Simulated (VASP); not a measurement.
Crystal: Te2Mo.

```
CELL_PARAMETERS angstrom
3.51820 0.00000 0.00000
-1.75910 3.04685 0.00000
0.00000 0.00000 13.97360
ATOMIC_POSITIONS crystal
Te 0.33333 0.66667 0.62100
Te 0.66667 0.33333 0.12100
Te 0.33333 0.66667 0.87900
Te 0.66667 0.33333 0.37900
Mo 0.33333 0.66667 0.25000
Mo 0.66667 0.33333 0.75000
```

Base run:

| Property | Result |
| --- | --- |
| Program | VASP 6.6.1 |
| Functional | LDA |
| Potentials or basis | VASP PAW LDA potentials, release 64 (Te, Mo_sv) |
| Cutoff | 520 eV |
| k mesh | 7 × 7 × 2 |
| Occupations | fermi-dirac, width 0.1 eV |
| Spin | no spin polarisation |

Its results: band gap on the k mesh 0.81 eV, indirect (least direct gap 1.25 eV); pressure -2.8 GPa; largest force 0.238 eV/Å.

The run is repeated on the same cell with these changes: k mesh from 7 × 7 × 2 to 9 × 9 × 2. What comes out?

Band gap on the k mesh 0.75 eV, indirect (least direct gap 1.03 eV); pressure -2.8 GPa; largest force 0.239 eV/Å.

Caveats: spin-orbit coupling is left out, which moves the levels of the heavy elements.

A k mesh can miss the band edges.
